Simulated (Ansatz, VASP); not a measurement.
Two plane-wave programs on MoS2

```xyz
3
Lattice="1.5926 0.9195 7.4383 -1.5926 0.9195 7.4383 0.0000 -1.8390 7.4383" Properties=species:S:1:pos:R:3 pbc="T T T"
Mo    0.0000    0.0000   22.3100
S     0.0000    0.0000    8.9959
S     0.0000    0.0000    5.8709
```

Alike in both runs: functional PBE; k mesh 12 × 12 × 12; occupations gaussian, width 0.02 eV; no spin polarisation.

Ansatz relaxed the structure, and its values are those at the end. VASP's run is a single point on that final structure, the one shown.

```csv
,VASP,Ansatz
version,VASP 6.6.1,Ansatz 0.2.0
potentials or method,"VASP PAW PBE potentials, release 64 (Mo_sv, S), cutoff 520 eV","scalar-relativistic, plane waves, PAW"
valence electrons in the cell,26,26
```

Ansatz gave:

```
gap on the k mesh at the Fermi level (eV) : 1.45
least direct gap on the mesh (eV)         : 1.67
pressure (GPa)                            : 0.0
rms of the force components (eV/Å)        : 0.000
```

Which values does VASP return?

gap on the k mesh at the Fermi level (eV): 1.46; least direct gap on the mesh (eV): 1.68; pressure (GPa): -0.1; rms of the force components (eV/Å): 0.005.

With one functional, cell and mesh, what is left measures potentials, basis and numerics.
